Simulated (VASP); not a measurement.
## MgO (rock salt type): single point with HSE06

The system is MgO (rock salt type).

```
CELL_PARAMETERS angstrom
0.00000 2.11074 2.11074
2.11074 0.00000 2.11074
2.11074 2.11074 0.00000
ATOMIC_POSITIONS crystal
Mg 0.00000 0.00000 0.00000
O 0.50000 0.50000 0.50000
```

```yaml
Program: VASP 6.6.1
Task: single point
Functional: HSE06
Potentials_or_basis: VASP PAW PBE potentials, release 64 (Mg, O)
Cutoff: 520 eV
k_mesh: 4 × 4 × 4
Occupations: fermi-dirac, width 0.05 eV
Spin: no spin polarisation
Dipole_correction: no
Grid_for_exact_exchange_PRECFOCK: Normal
Further_INCAR_settings: ALGO = Normal; EDIFF = 1e-07; NBANDS = 11
Share_of_exact_exchange: 0.25
Screening_parameter: 0.2079 1/Å
```

```yaml
Pressure: -2.6 GPa
Band_gap_on_the_k_mesh: 6.38 eV
```

Levels at points of the mesh, in eV from the valence-band top:
```
           k point  band 2  band 3  band 4  band 5  band 6  band 7
(0.00, 0.00, 0.00)    0.00    0.00    0.00    6.38   17.71   17.71
(0.50, 0.00, 0.00)   -4.89   -0.70   -0.70    9.62   14.78   18.24
(0.50, 0.50, 0.00)   -4.35   -1.46   -1.46   10.84   11.77   15.28
```

Run time: 67 s on 1 thread of AMD EPYC 7R13 Processor (Zen 3), on a shared host, peak memory 0.21 GiB.

Caveat: the k points lie up to 0.64 Å⁻¹ apart; the PAW data sets were made with another functional, which shifts forces and pressure a little.
